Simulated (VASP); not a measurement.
# SnO2 (Imma) in VASP: further runs

Aim: see how the results for SnO2 move with the level of theory and the settings. Levels: PBE, PBEsol, r2SCAN. Tasks: single point.

All numbers are computed with VASP 6.6.1; they aren't measurements. Logs are shortened: lines on timing, memory, paths and dates and some standing lists are left out, and cuts for length are marked.

## (1) The cell of the first run

Symmetry: Imma, No. 74, orthorhombic system. Conventional cell: a = 6.498 Å, b = 6.829 Å, c = 6.828 Å, α = 90.00°, β = 90.00°, γ = 90.00°. Within 2.8 Å of Sn (site symmetry 2/m) lie 6 O at 2.09 Å. Sn (site symmetry mm2) has 6 O at 2.09 to 2.10 Å within 2.8 Å. O (site symmetry m) has 3 Sn at 2.09 to 2.10 Å and 1 O at 2.64 Å within 2.8 Å. O (site symmetry m) has 3 Sn at 2.09 Å and 1 O at 2.64 Å within 2.8 Å.

## (2) Single point, PBE

File INCAR:

```
SYSTEM = SnO2
PREC = Accurate
ENCUT = 520
EDIFF = 1E-6
ISMEAR = 0
SIGMA = 0.013000000000000001
LREAL = .FALSE.
LASPH = .TRUE.
NELM = 100
ALGO = Normal
ISIF = 2
LWAVE = .FALSE.
LCHARG = .FALSE.
GGA = PE
NBANDS = 64
```

File KPOINTS:

```
Automatic mesh
0
G
  6 6 6
  0 0 0
```

File POSCAR:

```
SnO2
1.0
   -3.2488970000      3.4144700000      3.4140210000
    3.2488970000     -3.4144700000      3.4140210000
    3.2488970000      3.4144700000     -3.4140210000
Sn O
4 8
Direct
    0.5000000000      0.0000000000      0.0000000000
    0.5000000000      0.5000000000      0.5000000000
    0.0035990000      0.7535990000      0.2500000000
    0.9964010000      0.2464010000      0.7500000000
    0.8064960000      0.8037740000      0.4972780000
    0.8064960000      0.3092180000      0.0027220000
    0.3024350000      0.2459400000      0.0564950000
    0.6894450000      0.2459400000      0.4435050000
    0.3105550000      0.7540600000      0.5564950000
    0.1935040000      0.6907820000      0.9972780000
    0.6975650000      0.7540600000      0.9435050000
    0.1935040000      0.1962260000      0.5027220000
```

Potentials or basis: VASP PAW PBE potentials, release 64 (Sn_d, O).

Command:

```console
$ cat potpaw_PBE.64/Sn_d/POTCAR potpaw_PBE.64/O/POTCAR > POTCAR
$ mpirun -np 1 vasp_std > vasp.out
```

OUTCAR:

```text
SYSTEM = SnO2
   PREC = Accurate
   ENCUT = 520
   EDIFF = 1E-6
   ISMEAR = 0
   LREAL = .FALSE.
   LASPH = .TRUE.
   NELM = 100
   ISIF = 2
   GGA = PE

 ion  position               nearest neighbor table
   1  0.500  0.000  0.000-   6 2.09  10 2.09   7 2.09  11 2.09   8 2.09   9 2.09   2 3.25   2 3.25

   2  0.500  0.500  0.500-   5 2.09  12 2.09   9 2.09   8 2.09  11 2.09   7 2.09   1 3.25   1 3.25

   3  0.004  0.754  0.250-  10 2.09  12 2.09   9 2.09  11 2.09   5 2.10   6 2.10   4 3.25   4 3.25

   4  0.996  0.246  0.750-   6 2.09   5 2.09   8 2.09   7 2.09  12 2.10  10 2.10   3 3.25   3 3.25

   5  0.806  0.804  0.497-   4 2.09   2 2.09   3 2.10
   6  0.806  0.309  0.003-   4 2.09   1 2.09   3 2.10
   7  0.302  0.246  0.056-   4 2.09   1 2.09   2 2.09
   8  0.689  0.246  0.444-   4 2.09   2 2.09   1 2.09
   9  0.311  0.754  0.556-   3 2.09   2 2.09   1 2.09
  10  0.194  0.691  0.997-   3 2.09   1 2.09   4 2.10
  11  0.698  0.754  0.944-   3 2.09   1 2.09   2 2.09
  12  0.194  0.196  0.503-   3 2.09   2 2.09   4 2.10

  LATTYP: Found a body centered orthorhombic cell.
 ALAT       =     6.4977940000
 B/A-ratio  =     1.0508246337
 C/A-ratio  =     1.0509628345

  Lattice vectors:

 A1 = (  -3.2488970000,  -3.4144700000,   3.4140210000)
 A2 = (   3.2488970000,  -3.4144700000,  -3.4140210000)
 A3 = (   3.2488970000,   3.4144700000,   3.4140210000)

Analysis of symmetry for initial positions (statically):
=====================================================================
 Subroutine PRICEL returns:
 Original cell was already a primitive cell.

 Routine SETGRP: Setting up the symmetry group for a
 body centered orthorhombic supercell.

 Subroutine GETGRP returns: Found  8 space group operations
 (whereof  4 operations were pure point group operations)
 out of a pool of  8 trial point group operations.

The static configuration has the point symmetry C_2h.
 The point group associated with its full space group is D_2h.

Analysis of symmetry for dynamics (positions and initial velocities):
=====================================================================
 Subroutine PRICEL returns:
 Original cell was already a primitive cell.

 Routine SETGRP: Setting up the symmetry group for a
 body centered orthorhombic supercell.

 Subroutine GETGRP returns: Found  8 space group operations
 (whereof  4 operations were pure point group operations)
 out of a pool of  8 trial point group operations.

The dynamic configuration has the point symmetry C_2h.
 The point group associated with its full space group is D_2h.

 Subroutine INISYM returns: Found  8 space group operations
 (whereof  4 operations are pure point group operations),
 and found     1 'primitive' translations

----------------------------------------------------------------------------------------

                                     Primitive cell

  volume of cell :     151.4905

  direct lattice vectors                    reciprocal lattice vectors
    -3.248897000  3.414470000  3.414021000     0.000000000  0.146435611  0.146454869
     3.248897000 -3.414470000  3.414021000     0.153898385  0.000000000  0.146454869
     3.248897000  3.414470000 -3.414021000     0.153898385  0.146435611  0.000000000

  length of vectors
     5.819748834  5.819748834  5.819748834     0.207104845  0.212447032  0.212433756

  position of ions in fractional coordinates (direct lattice)
     0.500000000  0.000000000  0.000000000
     0.500000000  0.500000000  0.500000000
     0.003599000  0.753599000  0.250000000
     0.996401000  0.246401000  0.750000000
     0.806496000  0.803774000  0.497278000
     0.806496000  0.309218000  0.002722000
     0.302435000  0.245940000  0.056495000
     0.689445000  0.245940000  0.443505000
     0.310555000  0.754060000  0.556495000
     0.193504000  0.690782000  0.997278000
     0.697565000  0.754060000  0.943505000
     0.193504000  0.196226000  0.502722000

  ion indices of the primitive-cell ions
   primitive index   ion index
                 1           1
                 2           2
                 3           3
                 4           4
                 5           5
                 6           6
                 7           7
                 8           8
                 9           9
                10          10
                11          11
                12          12

----------------------------------------------------------------------------------------

 KPOINTS: Automatic mesh

Automatic generation of k-mesh.
 Grid dimensions read from file:
 generate k-points for:    6    6    6

 Generating k-lattice:

  Cartesian coordinates                     Fractional coordinates (reciprocal lattice)
     0.000000000  0.024405935  0.024409145     0.166666667  0.000000000 -0.000000000
     0.025649731  0.000000000  0.024409145     0.000000000  0.166666667 -0.000000000
     0.025649731  0.024405935  0.000000000     0.000000000  0.000000000  0.166666667

[... 44 lines left out ...]
   NSW    =      0    number of steps for IOM
   IBRION =     -1    ionic relax: 0-MD 1-quasi-New 2-CG
   NFREE  =      0    steps in history (QN), initial steepest desc. (CG)
   ISIF   =      2    stress and relaxation
   ISYM   =      2    0-nonsym 1-usesym 2-fastsym
   POTIM  = 0.5000    time-step for ionic-motion
   TEBEG  =    0.0;   TEEND  =   0.0 temperature during run
   PSTRESS=    0.0 pullay stress
   NELECT =     104.0000    total number of electrons
   NUPDOWN=      -1.0000    fix difference up-down
   EMIN   =  10.00;   EMAX   =-10.00  energy-range for DOS
   EFERMI =   0.00;   METHOD = LEGACY
   ISMEAR =     0;   SIGMA  =   0.01  broadening in eV -4-tet -1-fermi 0-gaus
   EFERMI_NEDOS =   21; number of points for ismear=-14 and -15
   IALGO  =     38    algorithm
   IMIX   =      4    mixing-type and parameters
     AMIX     =   0.40;   BMIX     =  1.00
     AMIX_MAG =   1.60;   BMIX_MAG =  1.00
  volume/ion in A,a.u.               =      12.62        85.19
  Fermi-wavevector in a.u.,A,eV,Ry     =   1.444189  2.729122 28.377438  2.085683
  Thomas-Fermi vector in A             =   2.562512
   LORBIT       =      0    0 simple, 1 ext, 2 COOP (PROOUT), +10 PAW based schemes
   GGA     = PE    functional components
   LHFCALC =     F    Hartree Fock is set to
   AEXX    =    0.0000 exact exchange contribution
   IVDW    =     0    specifies the selected vdW correction
   LEPSILON=     F    determine dielectric tensor
   LRPA    =     F    only Hartree local field effects (RPA)
 non-spin polarized calculation
 Gauss-broadening in eV      SIGMA  =   0.01
  energy-cutoff  :      520.00
  volume of cell :      151.49
 maximum number of plane-waves:      4102
 NGX is ok and might be reduce to    48
   NGX = 21   NGY = 21   NGZ = 21

 number of electron     104.0000018 magnetization

 Free energy of the ion-electron system (eV)
  ---------------------------------------------------
  ext. energy  EPLUGINS =         0.00000000
  ---------------------------------------------------
  free energy    TOTEN  =       -74.61944706 eV

  energy without entropy =      -74.61944706  energy(sigma->0) =      -74.61944706

 E-fermi :   5.5828     XC(G=0): -10.9584

 val. band max:        5.4890727232   @ k =   0.0000   0.0000   0.0000
 cond. band min:       6.1046143803   @ k =   0.0000   0.0000   0.0000
 fundamental gap:      0.6155416571
 Fermi energy:         5.5827798594

 k-point     1 :       0.0000    0.0000    0.0000
  band No.  band energies     occupation
      1     -15.5390      2.00000
      2     -15.3294      2.00000
      3     -15.3289      2.00000
      4     -14.9287      2.00000
      5     -14.9283      2.00000
      6     -14.8787      2.00000
[... 56 lines left out ...]
     63      15.9918      0.00000
     64      15.9987      0.00000

 k-point     2 :       0.1667    0.0000    0.0000
  band No.  band energies     occupation
      1     -15.5019      2.00000
      2     -15.3780      2.00000
      3     -15.3777      2.00000
      4     -14.9203      2.00000
      5     -14.8570      2.00000
      6     -14.8568      2.00000
[... 1530 lines left out ...]
     63      14.9392      0.00000
     64      14.9676      0.00000

 [... further k-points ...]

------------------------ aborting loop because EDIFF is reached ----------------------------------------

  FORCE on cell =-STRESS in cart. coord.  units (eV):
  Direction    XX          YY          ZZ          XY          YZ          ZX
  --------------------------------------------------------------------------------------
  -------------------------------------------------------------------------------------
  Total       -0.5507296     -0.0501054     -0.0236412      0.0000000      0.0000000      0.0000000
  in kB       -5.8245657     -0.5299196     -0.2500320      0.0000000      0.0000000      0.0000000
  external PRESSURE =      -2.2015057 kB  Pullay stress =       0.0000000 kB

 VOLUME and BASIS-vectors are now :
 -----------------------------------------------------------------------------
  energy-cutoff  :      520.00
  volume of cell :      151.49
      direct lattice vectors                 reciprocal lattice vectors
    -3.248897000  3.414470000  3.414021000     0.000000000  0.146435611  0.146454869
     3.248897000 -3.414470000  3.414021000     0.153898385  0.000000000  0.146454869
     3.248897000  3.414470000 -3.414021000     0.153898385  0.146435611  0.000000000

 POSITION                                       TOTAL-FORCE (eV/Angst)
 -----------------------------------------------------------------------------------
     -1.62445      1.70724      1.70701         0.000000      0.000000     -0.000000
      1.62445      1.70724      1.70701         0.000000      0.000000     -0.000000
      3.24890     -1.70723      1.73158         0.000000     -0.000000     -0.058493
      0.00000      5.12171      1.68244         0.000000      0.000000      0.058493
      1.60676      1.70724      3.79978         0.031537     -0.000000      0.015670
     -1.60676      1.70723      3.79978        -0.031537      0.000000      0.015670
     -0.00000      0.38580      1.67929         0.000000      0.016450      0.031590
      0.00000      3.02867      1.67929         0.000000     -0.016450      0.031590
      3.24890      0.38580      1.73473         0.000000      0.016450     -0.031590
      4.85566      1.70723     -0.38576         0.031537      0.000000     -0.015670
      3.24890      3.02867      1.73473         0.000000     -0.016450     -0.031590
      1.64214      1.70723     -0.38576        -0.031537      0.000000     -0.015670
 -----------------------------------------------------------------------------------
    total drift:                                0.000000      0.000000     -0.000000

  FREE ENERGIE OF THE ION-ELECTRON SYSTEM (eV)
  ---------------------------------------------------
  free  energy   TOTEN  =       -74.6194470566 eV

  energy  without entropy=      -74.6194470566  energy(sigma->0) =      -74.61944706
```

It took 3.9 min on 1 thread of Intel Xeon 6975P-C (Granite Rapids), shared host; peak memory 0.51 GiB.

What came out:

```
Free energy            : -74.6194 eV
Pressure               : -0.2 GPa
Largest force          : 0.058 eV/Å
Band gap on the k mesh : 0.62 eV
```

Forces in eV/Å, atoms in the order of the input:
```
Sn   0.000  0.000  0.000
Sn   0.000  0.000  0.000
Sn   0.000  0.000 -0.058
Sn   0.000  0.000  0.058
O    0.032  0.000  0.016
O   -0.032  0.000  0.016
O    0.000  0.016  0.032
O    0.000 -0.016  0.032
O    0.000  0.016 -0.032
O    0.032  0.000 -0.016
O    0.000 -0.016 -0.032
O   -0.032  0.000 -0.016
```

Caveat: semilocal functionals underestimate gaps, and a narrow one can read as zero; spin-orbit coupling is left out, which moves the levels of the heavy elements.

## (3) Single point, PBEsol

This run uses another cell than the first one, of 13.13 Å³/atom.

File INCAR:

```
ALGO = Normal ; EDIFF = 1E-6
ENCUT = 600 ; GGA = PS
GGA_COMPAT = False ; ISIF = 2
ISMEAR = -1 ; LASPH = True
LCHARG = True ; LELF = True
LREAL = False ; LVHAR = True
LWAVE = False ; NBANDS = 64
NELM = 120 ; PREC = Accurate
SIGMA = 0.05
```

File KPOINTS:

```
k-points
0
Gamma
  6 6 6
```

POSCAR, as its differences from that of step 2:

```diff
@@ -2,5 +2,5 @@
 1.0
-   -3.2488970000      3.4144700000      3.4140210000
-    3.2488970000     -3.4144700000      3.4140210000
-    3.2488970000      3.4144700000     -3.4140210000
+   -3.2916505476      3.4594023896      3.4589474810
+    3.2916505476     -3.4594023896      3.4589474810
+    3.2916505476      3.4594023896     -3.4589474810
 Sn O
```

Potentials or basis: VASP PAW PBE potentials, release 64 (Sn_d, O).

Command:

```console
$ cat potpaw_PBE.64/Sn_d/POTCAR potpaw_PBE.64/O/POTCAR > POTCAR
$ mpirun -np 1 vasp_std > vasp.out
```

Run time: 14 min. Hardware: 1 thread of Intel Xeon Platinum 8259CL at 2.50GHz (Skylake/Cascade Lake), shared host; peak memory 0.58 GiB.

The run converged. Its results:

| Quantity | Value |
| --- | --- |
| Free energy | -78.9298 eV |
| Pressure | -12.1 GPa |
| Largest force | 0.201 eV/Å |
| Band gap on the k mesh | 0.12 eV |

Forces on the atoms (eV/Å):
```
Sn   0.000  0.000  0.000
Sn   0.000  0.000  0.000
Sn   0.000  0.000 -0.062
Sn   0.000  0.000  0.062
O    0.050  0.000  0.194
O   -0.050  0.000  0.194
O    0.000  0.195  0.036
O    0.000 -0.195  0.036
O    0.000  0.195 -0.036
O    0.050  0.000 -0.194
O    0.000 -0.195 -0.036
O   -0.050  0.000 -0.194
```

Stress tensor (GPa, compression positive):
```
-14.29   0.00   0.00
  0.00 -11.00   0.00
  0.00   0.00 -10.98
```

Levels at points of the mesh, in eV from the valence-band top:
| k point | band 49 | band 50 | band 51 | band 52 | band 53 | band 54 | band 55 | band 56 |
| --- | --- | --- | --- | --- | --- | --- | --- | --- |
| (0.00, 0.00, 0.00) | -0.74 | -0.71 | -0.70 | 0.00 | 0.12 | 3.83 | 3.84 | 5.17 |
| (0.50, 0.00, 0.00) | -0.79 | -0.78 | -0.59 | -0.58 | 3.38 | 3.38 | 5.28 | 5.28 |
| (0.00, 0.50, 0.00) | -0.79 | -0.77 | -0.48 | -0.45 | 3.48 | 3.48 | 5.04 | 5.06 |
| (0.50, 0.50, 0.00) | -0.78 | -0.78 | -0.47 | -0.47 | 3.48 | 3.48 | 5.05 | 5.05 |
| (0.50, 0.50, 0.50) | -1.14 | -1.14 | -0.82 | -0.81 | 3.75 | 3.75 | 5.02 | 5.03 |

Caveat: the cell stands under tension; semilocal functionals underestimate gaps, and a narrow one can read as zero; the PAW data sets were made with another functional, which shifts forces and pressure a little; spin-orbit coupling is left out, which moves the levels of the heavy elements.

## (4) Single point, r2SCAN

POSCAR, as its differences from that of step 3:

```diff
@@ -2,5 +2,5 @@
 1.0
-   -3.2916505476      3.4594023896      3.4589474810
-    3.2916505476     -3.4594023896      3.4589474810
-    3.2916505476      3.4594023896     -3.4589474810
+   -3.2488970000      3.4144700000      3.4140210000
+    3.2488970000     -3.4144700000      3.4140210000
+    3.2488970000      3.4144700000     -3.4140210000
 Sn O
```

File INCAR.step1:

```
ALGO     = Normal         # electronic algorithm
EDIFF    = 1E-4           # SCF threshold, eV
ENCUT    = 520            # plane-wave cutoff, eV
GGA      = PE             # functional
ISMEAR   = -1             # smearing method
LASPH    = T              # aspherical terms in the spheres
LCHARG   = F              # write CHGCAR
LREAL    = F              # projectors in reciprocal space
LWAVE    = T              # write WAVECAR
NBANDS   = 64             # bands
NELM     = 80             # most SCF steps
PREC     = Accurate       # precision mode
SIGMA    = 0.05           # smearing width, eV
```

File INCAR.step2:

```
ALGO     = Normal         # electronic algorithm
EDIFF    = 1E-7           # SCF threshold, eV
ENCUT    = 520            # plane-wave cutoff, eV
ISIF     = 2              # what is computed and relaxed
ISMEAR   = -1             # smearing method
ISTART   = 1            
LASPH    = T              # aspherical terms in the spheres
LCHARG   = F              # write CHGCAR
LMIXTAU  = T            
LREAL    = F              # projectors in reciprocal space
LWAVE    = F              # write WAVECAR
METAGGA  = R2SCAN         # meta-GGA
NBANDS   = 64             # bands
NELM     = 80             # most SCF steps
PREC     = Accurate       # precision mode
SIGMA    = 0.05           # smearing width, eV
```

KPOINTS is that of step 3.

Command:

```console
$ cat potpaw_PBE.64/Sn_d/POTCAR potpaw_PBE.64/O/POTCAR > POTCAR
$ cp INCAR.step1 INCAR
$ mpirun -np 1 vasp_std > vasp.out
$ cp INCAR.step2 INCAR
$ mpirun -np 1 vasp_std > vasp.out
```

Run time: 42 min. Hardware: 1 thread of Oxide Virtual Turin-like, shared host; peak memory 0.53 GiB.

The run converged. Its results:

- Free energy: -169.1297 eV
- Pressure: -7.5 GPa
- Largest force: 0.076 eV/Å
- Band gap on the k mesh: 1.29 eV

Forces in eV/Å, atoms in the order of the input:
```
Sn   0.000  0.000  0.000
Sn   0.000  0.000  0.000
Sn   0.000  0.000 -0.076
Sn   0.000  0.000  0.076
O    0.041  0.000  0.042
O   -0.041  0.000  0.042
O    0.000  0.042  0.041
O    0.000 -0.042  0.041
O    0.000  0.042 -0.041
O    0.041  0.000 -0.042
O    0.000 -0.042 -0.041
O   -0.041  0.000 -0.042
```

Stress tensor (GPa, compression positive):
```
-8.83  0.00  0.00
 0.00 -6.88  0.00
 0.00  0.00 -6.85
```

Levels at points of the mesh, in eV from the valence-band top:
```tsv
k point	band 50	band 51	band 52	band 53	band 54	band 55
(0.00, 0.00, 0.00)	-0.73	-0.73	0.00	1.29	5.09	5.09
(0.50, 0.00, 0.00)	-0.71	-0.60	-0.59	4.52	4.52	6.60
(0.00, 0.50, 0.00)	-0.81	-0.50	-0.47	4.67	4.68	6.34
(0.50, 0.50, 0.00)	-0.81	-0.49	-0.49	4.67	4.67	6.35
(0.50, 0.50, 0.50)	-1.20	-0.87	-0.87	4.93	4.93	6.33
```

Caveat: the cell stands under tension; the PAW data sets were made with another functional, which shifts forces and pressure a little; spin-orbit coupling is left out, which moves the levels of the heavy elements.

## (5) Overview

| level | cell | cutoff (eV) | smearing | gap on the mesh (eV) | pressure (GPa) | largest force (eV/Å) |
| --- | --- | --- | --- | --- | --- | --- |
| PBE | a = 5.820 Å, angles 112.1, 108.2, 108.2°, 12 atoms | 520 | gaussian 0.013 eV | 0.62 | -0.2 | 0.06 |
| PBEsol | a = 5.896 Å, angles 112.1, 108.2, 108.2°, 12 atoms | 600 | fermi-dirac 0.05 eV | 0.12 | -12.1 | 0.20 |
| r2SCAN | a = 5.820 Å, angles 112.1, 108.2, 108.2°, 12 atoms | 520 | fermi-dirac 0.05 eV | 1.29 | -7.5 | 0.08 |

Alike in all rows: task single point; potentials or basis VASP PAW PBE potentials, release 64 (Sn_d, O); no spin polarisation; k mesh 6 × 6 × 6.

Caveats: spin-orbit coupling is left out, which moves the levels of the heavy elements; semilocal functionals underestimate gaps, and a narrow one can read as zero (at least some runs); the cell stands under tension (at least some runs); the PAW data sets were made with another functional, which shifts forces and pressure a little (at least some runs).

Absolute energies hang on the potentials; compare differences alone.
